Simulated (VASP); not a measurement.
Write the native input for VASP 6.6.1 that does the following.

```yaml
Task: single point
Functional: PBE
Potentials_or_basis: VASP PAW PBE potentials, release 64 (Ru_pv, Rh_pv)
Cutoff: 520 eV
k_mesh: 6 × 6 × 6
Occupations: gaussian, width 0.1 eV
Spin: no spin polarisation
Dipole_correction: no
Further_INCAR_settings: ALGO = Normal; EDIFF = 1e-06; NBANDS = 29
```

The structure of RuRh2 lies in POSCAR:

```
RuRh2
1.0
    4.3067963925      0.0000000000      0.0000000000
   -2.1533981963      3.7297950848      0.0000000000
    0.0000000000      0.0000000000      2.6696824057
Ru Rh
1 2
Direct
    0.0000000000      0.0000000000      0.0000000000
    0.3333333333      0.6666666667      0.5000000000
    0.6666666667      0.3333333333      0.5000000000
```

The input as run:

INCAR

```
SYSTEM = RuRh2
ALGO = Normal
EDIFF = 1E-6
ENCUT = 520
GGA = PE
ISIF = 2
ISMEAR = 0
LASPH = .TRUE.
LCHARG = .FALSE.
LREAL = .FALSE.
LWAVE = .FALSE.
NBANDS = 29
NELM = 80
PREC = Accurate
SIGMA = 0.1
```

KPOINTS

```
k-points
0
G
  6 6 6
  0 0 0
```

Potentials or basis: VASP PAW PBE potentials, release 64 (Ru_pv, Rh_pv).

Run with:

```bash
$ cat potpaw_PBE.64/Ru_pv/POTCAR potpaw_PBE.64/Rh_pv/POTCAR > POTCAR
$ mpirun -np 1 vasp_std > vasp.out
```

Results of the run:

| Item | Value |
| --- | --- |
| Pressure | -0.1 GPa |
| Band gap on the k mesh | zero (bands 22 and 23 overlap by 2.36 eV) |

Caveat: the k points lie up to 0.39 Å⁻¹ apart, too coarse for converged energies and pressures of a metal.

Run time: 14 s on 1 thread of AMD EPYC 9R45 96-Core Processor (Zen 5), with other jobs on the host, peak memory 0.14 GiB.
